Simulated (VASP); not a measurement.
TeAs, 2 atoms in the cell. The structure is tetragonal, space group I4mm (No. 107). The conventional cell has a = 4.197 Å, b = 4.197 Å, c = 5.935 Å, α = 90.00°, β = 90.00°, γ = 90.00°. Te (site symmetry 4mm) has 6 As at 2.79 to 3.15 Å within 3.7 Å. As (site symmetry 4mm) has 6 Te at 2.79 to 3.15 Å within 3.7 Å. 

```yaml
Program: VASP 6.6.1
Task: single point
Functional: PBEsol
Potentials_or_basis: VASP PAW PBE potentials, release 64 (Te, As)
Cutoff: 520 eV
k_mesh: 9 × 9 × 9
Occupations: fermi-dirac, width 0.05 eV
Spin: no spin polarisation
Dipole_correction: no
Further_INCAR_settings: ALGO = Normal; EDIFF = 1e-06; NBANDS = 12
```

Potentials or basis: VASP PAW PBE potentials, release 64 (Te, As).

Launch:

```sh
$ cat potpaw_PBE.64/Te/POTCAR potpaw_PBE.64/As/POTCAR > POTCAR
$ mpirun -np 1 vasp_std > vasp.out
```

Hardware: 1 thread of AMD EPYC 7R13 Processor (Zen 3), with other jobs on the host.

How long does it take, and how much memory?

It took 24 s on 1 thread of AMD EPYC 7R13 Processor (Zen 3), with other jobs on the host, peak memory 0.17 GiB. Counts: scf iterations 10, k points 75.
